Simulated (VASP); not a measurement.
**ScSi3: single point with PBE**

Crystal: ScSi3.

```
CELL_PARAMETERS angstrom
5.06640 0.00000 0.00000
0.00000 5.06640 0.00000
0.00000 0.00000 5.06640
ATOMIC_POSITIONS crystal
Sc 0.00000 0.00000 0.00000
Sc 0.50000 0.50000 0.50000
Si 0.00000 0.50000 0.25000
Si 0.00000 0.50000 0.75000
Si 0.25000 0.00000 0.50000
Si 0.75000 0.00000 0.50000
Si 0.50000 0.75000 0.00000
Si 0.50000 0.25000 0.00000
```

* Program: VASP 6.6.1
* Task: single point
* Functional: PBE
* Potentials or basis: VASP PAW PBE potentials, release 64 (Sc_sv, Si)
* Cutoff: 500 eV
* k mesh: 8 × 8 × 8
* Occupations: gaussian, width 0.1 eV
* Spin: no spin polarisation
* Dipole correction: no
* Further INCAR settings: ALGO = Normal; EDIFF = 1e-06; NBANDS = 33

| Item | Value |
| --- | --- |
| Pressure | 0.1 GPa |
| Band gap on the k mesh | zero (bands 23 and 24 overlap by 0.74 eV) |

Levels at points of the mesh, in eV from the Fermi level:
```
           k point  band 21  band 22  band 23  band 24  band 25  band 26
(0.00, 0.00, 0.00)    -2.26    -2.26    -2.26     0.68     0.68     0.68
(0.50, 0.00, 0.00)    -1.23    -1.23     0.07     0.07     0.51     0.51
(0.50, 0.50, 0.00)    -1.00    -1.00     0.43     0.57     0.57     0.97
(0.50, 0.50, 0.50)     0.21     0.21     0.21     0.21     0.21     0.21
```

Run time: 4 min on 1 thread of Intel Xeon 8259CL, on a shared host, peak memory 0.3 GiB.
